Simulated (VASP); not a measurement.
## MgO: single point with LDA

The system is MgO.

```
CELL_PARAMETERS angstrom
4.16071 0.00000 0.00000
0.00000 -4.16071 0.00000
0.00000 0.00000 -4.16071
ATOMIC_POSITIONS crystal
Mg 0.94698 0.05302 0.12498
Mg 0.50000 0.50000 0.00000
Mg 0.50000 0.00000 0.50000
Mg 0.00000 0.50000 0.50000
O 0.50000 0.00000 0.00000
O 0.00000 0.50000 0.00000
O 0.00000 0.00000 0.50000
O 0.50000 0.50000 0.50000
```

This cell differs from its parent crystal: atom 1 (Mg) moved by -0.312 Å along [1 1 0] and -0.520 Å along [0 0 1].

```
Program                : VASP 6.6.1
Task                   : single point
Functional             : LDA
Potentials or basis    : VASP PAW LDA potentials, release 64 (Mg_sv, O)
Cutoff                 : 840 eV
k mesh                 : 6 × 6 × 6
Occupations            : gaussian, width 0.05 eV
Spin                   : no spin polarisation
Dipole correction      : no
Further INCAR settings : ALGO = Normal; EDIFF = 1e-06; NBANDS = 42
```

```
Pressure               : 14.0 GPa
Largest force          : 11.742 eV/Å
Band gap on the k mesh : 4.88 eV
```

Forces on the atoms (eV/Å):
```
Mg   1.051  1.051 11.648
Mg  -0.583 -0.583  0.441
Mg  -1.002  0.297 -1.579
Mg   0.297 -1.002 -1.579
O   -0.370 -0.266 -0.722
O   -0.266 -0.370 -0.722
O    0.752  0.752 -7.668
O    0.121  0.121  0.182
```

Stress tensor (GPa, compression positive):
```
 5.31 -0.09 -3.07
-0.09  5.31 -3.07
-3.07 -3.07 31.29
```

Levels at points of the mesh, in eV from the valence-band top:
```tsv
k point	band 28	band 29	band 30	band 31	band 32	band 33	band 34	band 35	band 36	band 37
(0.00, 0.00, 0.00)	-1.36	-1.32	-0.11	-0.09	0.00	4.88	8.53	9.04	9.05	9.75
(0.50, 0.00, 0.00)	-1.70	-0.91	-0.83	-0.80	-0.71	8.05	8.31	10.28	10.82	11.37
(0.00, 0.00, 0.50)	-1.72	-1.11	-1.10	-0.62	-0.54	7.70	8.40	10.09	11.14	11.22
(0.50, 0.50, 0.00)	-1.78	-1.04	-1.03	-0.63	-0.29	9.12	9.42	9.65	9.81	11.13
(0.00, 0.50, 0.50)	-1.75	-0.97	-0.80	-0.73	-0.42	8.95	9.39	9.78	9.99	10.92
(0.50, 0.50, 0.50)	-0.79	-0.76	-0.62	-0.46	-0.28	7.57	7.80	8.04	8.13	12.04
```

It took 3.4 min on 1 thread of Intel(R) Xeon(R) Platinum 8488C (Sapphire Rapids) (shared host), peak memory 0.4 GiB.

Caveat: the cell differs from its parent crystal (atom 1 (Mg) moved by -0.312 Å along [1 1 0] and -0.520 Å along [0 0 1]); the stress differs along the axes, from 5 to 31 GPa; forces of over 1 eV/Å act on the atoms, so gaps and moduli don't describe the material at rest.
